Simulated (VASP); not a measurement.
A run of VASP 6.6.1 is set up as follows.

INCAR

```
PREC     = Accurate       # precision mode
ENCUT    = 520            # plane-wave cutoff, eV
EDIFF    = 1E-6           # SCF threshold, eV
ISMEAR   = 0              # smearing method
SIGMA    = 0.15           # smearing width, eV
LREAL    = False          # projectors in reciprocal space
LASPH    = True           # aspherical terms in the spheres
NELM     = 60             # most SCF steps
ALGO     = Fast           # electronic algorithm
ISIF     = 2              # what is computed and relaxed
LWAVE    = False          # write WAVECAR
LCHARG   = False          # write CHGCAR
GGA      = PS             # functional
NBANDS   = 30             # bands
```

File KPOINTS:

```
regular mesh
0
Gamma
  17 17 5
```

Contents of POSCAR:

```
Au
1.0
   -1.6572690000      1.6572690000     -1.6572690000
   -1.6572690000     -1.6572690000      1.6572690000
    0.0000000000      7.6897361718      7.6897361718
Au
4
Direct
    0.0000000000      0.0000000000      0.7543095589
    0.5000000000      0.5000000000      0.1077585084
    0.0000000000      0.0000000000      0.3232755253
    0.5000000000      0.5000000000      0.5387925421
```

Potentials or basis: VASP PAW PBE potentials, release 64 (Au).

Launch:

```console
$ cat potpaw_PBE.64/Au/POTCAR > POTCAR
$ mpirun -np 1 vasp_std > vasp.out
```

Predict the largest force.

0.192 eV/Å.

What does it give for the band gap on the k mesh?

Zero (band 22 reaches 9.45 eV, above the bottom of band 23 at 4.22 eV).

What does it give for the pressure?

-10.6 GPa.

Stress tensor (GPa, compression positive):
```
-11.67   0.00   0.00
  0.00 -10.03   1.52
  0.00   1.52 -10.03
```

Caveat: the PAW data sets were made with another functional, which shifts forces and pressure a little; spin-orbit coupling is left out, which moves the levels of the heavy elements.
